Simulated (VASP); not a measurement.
Runs of VASP 6.6.1 on Cu3N. The structure is that of space group Pm-3m (No. 221), or close to it. The cells are those of the table. 

```csv
task,cell,k mesh,smearing,gap on the mesh (eV),pressure (GPa),relaxed volume (Å³/atom)
relaxation of cell and atoms,"relaxed from a = 3.766 Å, 4 atoms",12 × 12 × 12,gaussian 0.1 eV,0.05,0.0,13.40
relaxation of cell and atoms,"relaxed from a = 3.807 Å, 4 atoms",10 × 10 × 10,gaussian 0.01 eV,0.05,0.0,13.41
single point,"a = 3.765 Å, 4 atoms",12 × 12 × 12,gaussian 0.1 eV,0.04,(a),-
single point,"a = 3.766 Å, 4 atoms",10 × 10 × 10,gaussian 0.01 eV,0.04,0.7,-
```

Alike in all rows: level PBEsol; potentials or basis VASP PAW PBE potentials, release 64 (Cu, N); no spin polarisation; cutoff (eV) 600.

Problem. Estimate the missing entries.

Solution. (a) 0.8.

Caveats: the PAW data sets were made with another functional, which shifts forces and pressure a little.

A k mesh can miss the band edges.
